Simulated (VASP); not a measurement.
# SiC (P6_3mc) in VASP: single point with PBE

Aim: the single point of SiC with PBE.

Program: VASP 6.6.1. These are calculated values, not measurements. Logs are shortened: lines on timing, memory, paths and dates and some standing lists are left out, and cuts for length are marked.

## 1. The cell of the first run

The structure is hexagonal, space group P6_3mc (No. 186). The conventional cell has a = 3.094 Å, b = 3.094 Å, c = 10.129 Å, α = 90.00°, β = 90.00°, γ = 120.00°. Within 2.5 Å of Si (site symmetry 3m) lie 4 C at 1.90 Å. Si (site symmetry 3m) has 4 C at 1.89 to 1.90 Å within 2.5 Å. Within 2.5 Å of C (site symmetry 3m) lie 4 Si at 1.89 to 1.90 Å. Within 2.5 Å of C (site symmetry 3m) lie 4 Si at 1.90 Å.

## 2. Single point, PBE

The input, INCAR:

```
SYSTEM = SiC
ALGO     = Normal         ! electronic algorithm
EDIFF    = 1E-7           ! SCF threshold, eV
ENCUT    = 520            ! plane-wave cutoff, eV
GGA      = PE             ! functional
ISIF     = 2              ! what is computed and relaxed
ISMEAR   = 0              ! smearing method
LASPH    = .TRUE.         ! aspherical terms in the spheres
LCHARG   = .TRUE.         ! write CHGCAR
LELF     = .TRUE.         ! ELF
LREAL    = .FALSE.        ! projectors in reciprocal space
LVHAR    = .TRUE.       
LWAVE    = .FALSE.        ! write WAVECAR
NBANDS   = 26             ! bands
NELM     = 80             ! most SCF steps
PREC     = Accurate       ! precision mode
SIGMA    = 0.05           ! smearing width, eV
```

The input, KPOINTS:

```
k-points
0
G
  12 12 4
  0 0 0
```

The input, POSCAR:

```
SiC
1.0
    3.0940652517      0.0000000000      0.0000000000
   -1.5470326258      2.6795391090      0.0000000000
    0.0000000000      0.0000000000     10.1291708101
Si C
4 4
Direct
    0.6666666667      0.3333333333      0.9378436843
    0.3333333333      0.6666666667      0.4378436843
    0.0000000000      0.0000000000      0.6878989045
    0.0000000000      0.0000000000      0.1878989045
    0.6666666667      0.3333333333      0.7498087506
    0.3333333333      0.6666666667      0.2498087506
    0.0000000000      0.0000000000      0.5004476606
    0.0000000000      0.0000000000      0.0004476606
```

Potentials or basis: VASP PAW PBE potentials, release 64 (Si, C).

On the command line:

```sh
cat potpaw_PBE.64/Si/POTCAR potpaw_PBE.64/C/POTCAR > POTCAR
mpirun -np 1 vasp_std > vasp.out
```

OUTCAR:

```text
SYSTEM = SiC
   EDIFF = 1E-7
   ENCUT = 520
   GGA = PE
   ISIF = 2
   ISMEAR = 0
   LASPH = .TRUE.
   LREAL = .FALSE.
   NELM = 80
   PREC = Accurate

 ion  position               nearest neighbor table
   1  0.667  0.333  0.938-   8 1.90   8 1.90   8 1.90   5 1.90   3 3.10   3 3.10   3 3.10   4 3.10
                             4 3.10   4 3.10
   2  0.333  0.667  0.438-   7 1.90   7 1.90   7 1.90   6 1.90   4 3.10   4 3.10   4 3.10   3 3.10
                             3 3.10   3 3.10
   3  0.000  0.000  0.688-   5 1.89   5 1.89   5 1.89   7 1.90   1 3.10   1 3.10   1 3.10   2 3.10
                             2 3.10   2 3.10
   4  0.000  0.000  0.188-   6 1.89   6 1.89   6 1.89   8 1.90   2 3.10   2 3.10   2 3.10   1 3.10
                             1 3.10   1 3.10
   5  0.667  0.333  0.750-   3 1.89   3 1.89   3 1.89   1 1.90
   6  0.333  0.667  0.250-   4 1.89   4 1.89   4 1.89   2 1.90
   7  0.000  0.000  0.500-   2 1.90   2 1.90   2 1.90   3 1.90
   8  0.000  0.000  0.000-   1 1.90   1 1.90   1 1.90   4 1.90

  LATTYP: Found a hexagonal cell.
 ALAT       =     3.0940652517
 C/A-ratio  =     3.2737418206

  Lattice vectors:

 A1 = (   3.0940652517,   0.0000000000,   0.0000000000)
 A2 = (  -1.5470326258,   2.6795391090,   0.0000000000)
 A3 = (   0.0000000000,   0.0000000000,  10.1291708101)

Analysis of symmetry for initial positions (statically):
=====================================================================
 Subroutine PRICEL returns:
 Original cell was already a primitive cell.

 Routine SETGRP: Setting up the symmetry group for a
 hexagonal supercell.

 Subroutine GETGRP returns: Found 12 space group operations
 (whereof  6 operations were pure point group operations)
 out of a pool of 24 trial point group operations.

The static configuration has the point symmetry C_3v.
 The point group associated with its full space group is C_6v.

Analysis of symmetry for dynamics (positions and initial velocities):
=====================================================================
 Subroutine PRICEL returns:
 Original cell was already a primitive cell.

 Routine SETGRP: Setting up the symmetry group for a
 hexagonal supercell.

 Subroutine GETGRP returns: Found 12 space group operations
 (whereof  6 operations were pure point group operations)
 out of a pool of 24 trial point group operations.

The dynamic configuration has the point symmetry C_3v.
 The point group associated with its full space group is C_6v.

 Subroutine INISYM returns: Found 12 space group operations
 (whereof  6 operations are pure point group operations),
 and found     1 'primitive' translations

----------------------------------------------------------------------------------------

                                     Primitive cell

  volume of cell :      83.9776

  direct lattice vectors                    reciprocal lattice vectors
     3.094065252  0.000000000  0.000000000     0.323199389  0.186599254  0.000000000
    -1.547032626  2.679539109  0.000000000     0.000000000  0.373198509  0.000000000
     0.000000000  0.000000000 10.129170810     0.000000000  0.000000000  0.098724764

  length of vectors
     3.094065252  3.094065252 10.129170810     0.373198509  0.373198509  0.098724764

  position of ions in fractional coordinates (direct lattice)
     0.666666667  0.333333333  0.937843684
     0.333333333  0.666666667  0.437843684
     0.000000000  0.000000000  0.687898905
     0.000000000  0.000000000  0.187898905
     0.666666667  0.333333333  0.749808751
     0.333333333  0.666666667  0.249808751
     0.000000000  0.000000000  0.500447661
     0.000000000  0.000000000  0.000447661

  ion indices of the primitive-cell ions
   primitive index   ion index
                 1           1
                 2           2
                 3           3
                 4           4
                 5           5
                 6           6
                 7           7
                 8           8

----------------------------------------------------------------------------------------

 KPOINTS: k-points

Automatic generation of k-mesh.
 Grid dimensions read from file:
 generate k-points for:   12   12    4

 Generating k-lattice:

  Cartesian coordinates                     Fractional coordinates (reciprocal lattice)
     0.026933282  0.015549938  0.000000000     0.083333333  0.000000000  0.000000000
     0.000000000  0.031099876  0.000000000     0.000000000  0.083333333  0.000000000
     0.000000000  0.000000000  0.024681191     0.000000000  0.000000000  0.250000000

  Length of vectors
     0.031099876  0.031099876  0.024681191

  Shift w.r.t. Gamma in fractional coordinates (k-lattice)
     0.000000000  0.000000000  0.000000000

 Subroutine IBZKPT returns following result:
 ===========================================

 Found     57 irreducible k-points:

 Following reciprocal coordinates:
            Coordinates               Weight
  0.000000  0.000000  0.000000      1.000000
  0.083333  0.000000  0.000000      6.000000
  0.166667  0.000000  0.000000      6.000000
  0.250000  0.000000  0.000000      6.000000
  0.333333  0.000000  0.000000      6.000000
  0.416667  0.000000  0.000000      6.000000
[... 16 lines left out ...]
  0.250000  0.000000  0.250000     12.000000
  0.333333  0.000000  0.250000     12.000000
 [... further k-points ...]
   k-points           NKPTS =     57   k-points in BZ     NKDIM =     57   number of bands    NBANDS=     26
   number of dos      NEDOS =    301   number of ions     NIONS =      8
   total plane-waves  NPLWV =  46080
   dimension x,y,z NGX =    24 NGY =   24 NGZ =   80
   dimension x,y,z NGXF=    48 NGYF=   48 NGZF=  160
   ions per type =               4   4
   NGX,Y,Z   is equivalent  to a cutoff of  12.90, 12.90, 13.13 a.u.
   NGXF,Y,Z  is equivalent  to a cutoff of  25.79, 25.79, 26.26 a.u.
 SYSTEM =  SiC
   PREC   = accura    normal or accurate (medium, high low for compatibility)
   ISTART =      0    job   : 0-new  1-cont  2-samecut
   ICHARG =      2    charge: 1-file 2-atom 10-const
   ISPIN  =      1    spin polarized calculation?
   LNONCOLLINEAR =      F non collinear calculations
   LSORBIT =      F    spin-orbit coupling
   LASPH  =      T    aspherical Exc in radial PAW
   ENCUT  =  520.0 eV  38.22 Ry    6.18 a.u.   5.75  5.75 18.83*2*pi/ulx,y,z
   NELM   =     80;   NELMIN=  2; NELMDL= -5     # of ELM steps
   EDIFF  = 0.1E-06   stopping-criterion for ELM
   LREAL  =      F    real-space projection
   EDIFFG = 0.1E-05   stopping-criterion for IOM
   NSW    =      0    number of steps for IOM
   IBRION =     -1    ionic relax: 0-MD 1-quasi-New 2-CG
   NFREE  =      0    steps in history (QN), initial steepest desc. (CG)
   ISIF   =      2    stress and relaxation
   ISYM   =      2    0-nonsym 1-usesym 2-fastsym
   POTIM  = 0.5000    time-step for ionic-motion
   TEBEG  =    0.0;   TEEND  =   0.0 temperature during run
   PSTRESS=    0.0 pullay stress
   NELECT =      32.0000    total number of electrons
   NUPDOWN=      -1.0000    fix difference up-down
   EMIN   =  10.00;   EMAX   =-10.00  energy-range for DOS
   EFERMI =   0.00;   METHOD = LEGACY
   ISMEAR =     0;   SIGMA  =   0.05  broadening in eV -4-tet -1-fermi 0-gaus
   EFERMI_NEDOS =   21; number of points for ismear=-14 and -15
   IALGO  =     38    algorithm
   IMIX   =      4    mixing-type and parameters
     AMIX     =   0.40;   BMIX     =  1.00
     AMIX_MAG =   1.60;   BMIX_MAG =  1.00
  volume/ion in A,a.u.               =      10.50        70.84
  Fermi-wavevector in a.u.,A,eV,Ry     =   1.186871  2.242862 19.166034  1.408664
  Thomas-Fermi vector in A             =   2.323035
   LORBIT       =      0    0 simple, 1 ext, 2 COOP (PROOUT), +10 PAW based schemes
   GGA     = PE    functional components
   LHFCALC =     F    Hartree Fock is set to
   AEXX    =    0.0000 exact exchange contribution
   IVDW    =     0    specifies the selected vdW correction
   LEPSILON=     F    determine dielectric tensor
   LRPA    =     F    only Hartree local field effects (RPA)
 non-spin polarized calculation
 Gauss-broadening in eV      SIGMA  =   0.05
  energy-cutoff  :      520.00
  volume of cell :       83.98
 maximum number of plane-waves:      2280
 NGX is ok and might be reduce to    24
   NGX = 11   NGY = 11   NGZ = 37

 number of electron      32.0000001 magnetization

 Free energy of the ion-electron system (eV)
  ---------------------------------------------------
  ext. energy  EPLUGINS =         0.00000000
  ---------------------------------------------------
  free energy    TOTEN  =       -60.24903478 eV

  energy without entropy =      -60.24903478  energy(sigma->0) =      -60.24903478

 E-fermi :   8.2816     XC(G=0): -11.2900

 val. band max:        8.0114403972   @ k =   0.0000   0.0000   0.0000
 cond. band min:      10.2342663407   @ k =   0.5000   0.0000   0.0000
 fundamental gap:      2.2228259436
 Fermi energy:         8.2816385889

 k-point     1 :       0.0000    0.0000    0.0000
  band No.  band energies     occupation
      1      -7.3545      2.00000
      2      -6.1914      2.00000
      3      -6.1556      2.00000
      4      -3.8423      2.00000
      5      -0.5165      2.00000
      6       3.6587      2.00000
[... 18 lines left out ...]
     25      15.3004      0.00000
     26      15.9851      0.00000

 k-point     2 :       0.0833    0.0000    0.0000
  band No.  band energies     occupation
      1      -7.2353      2.00000
      2      -6.0762      2.00000
      3      -6.0398      2.00000
      4      -3.7417      2.00000
      5      -0.4078      2.00000
      6       3.6945      2.00000
[... 18 lines left out ...]
     25      15.3653      0.00000
     26      15.8710      0.00000

 k-point     3 :       0.1667    0.0000    0.0000
  band No.  band energies     occupation
      1      -6.8807      2.00000
      2      -5.7348      2.00000
      3      -5.6965      2.00000
      4      -3.4487      2.00000
      5      -0.0918      2.00000
      6       3.6668      2.00000
[... 572 lines left out ...]
 k-point    23 :       0.2500    0.0000    0.2500
  band No.  band energies     occupation
      1      -6.2281      2.00000
      2      -5.6511      2.00000
      3      -4.5620      2.00000
      4      -3.2856      2.00000
      5       0.7338      2.00000
      6       2.3365      2.00000
[... 18 lines left out ...]
     25      16.6654      0.00000
     26      17.0047      0.00000

 k-point    24 :       0.3333    0.0000    0.2500
  band No.  band energies     occupation
      1      -5.4528      2.00000
      2      -4.9004      2.00000
      3      -3.8768      2.00000
      4      -2.7487      2.00000
      5       0.7807      2.00000
      6       1.3095      2.00000
[... 18 lines left out ...]
     25      16.5321      0.00000
     26      17.1616      0.00000

 [... further k-points ...]
[... 5 lines left out ...]
  --------------------------------------------------------------------------------------
  -------------------------------------------------------------------------------------
  Total       -0.0215258     -0.0215258     -0.0174500     -0.0000000      0.0000000      0.0000000
  in kB       -0.4106824     -0.4106824     -0.3329220     -0.0000000      0.0000000      0.0000000
  external PRESSURE =      -0.3847623 kB  Pullay stress =       0.0000000 kB

 VOLUME and BASIS-vectors are now :
 -----------------------------------------------------------------------------
  energy-cutoff  :      520.00
  volume of cell :       83.98
      direct lattice vectors                 reciprocal lattice vectors
     3.094065252  0.000000000  0.000000000     0.323199389  0.186599254  0.000000000
    -1.547032626  2.679539109  0.000000000     0.000000000  0.373198509  0.000000000
     0.000000000  0.000000000 10.129170810     0.000000000  0.000000000  0.098724764

 POSITION                                       TOTAL-FORCE (eV/Angst)
 -----------------------------------------------------------------------------------
      1.54703      0.89318      9.49958         0.000000     -0.000000      0.001305
     -0.00000      1.78636      4.43499        -0.000000      0.000000      0.001305
      0.00000      0.00000      6.96785        -0.000000     -0.000000     -0.001022
      0.00000      0.00000      1.90326         0.000000      0.000000     -0.001022
      1.54703      0.89318      7.59494         0.000000     -0.000000     -0.000531
     -0.00000      1.78636      2.53036        -0.000000      0.000000     -0.000531
      0.00000      0.00000      5.06912         0.000000     -0.000000      0.000248
      0.00000      0.00000      0.00453        -0.000000      0.000000      0.000248
 -----------------------------------------------------------------------------------
    total drift:                                0.000000      0.000000     -0.000988

  FREE ENERGIE OF THE ION-ELECTRON SYSTEM (eV)
  ---------------------------------------------------
  free  energy   TOTEN  =       -60.2490347776 eV

  energy  without entropy=      -60.2490347776  energy(sigma->0) =      -60.24903478
```

It took 3.2 min on 1 thread of Intel Xeon 8259CL, shared host; peak memory 0.25 GiB.

What came out:

| Item | Value |
| --- | --- |
| Free energy | -60.2490 eV |
| Pressure | 0.0 GPa |
| Band gap on the k mesh | 2.22 eV (least direct gap 3.34 eV) |
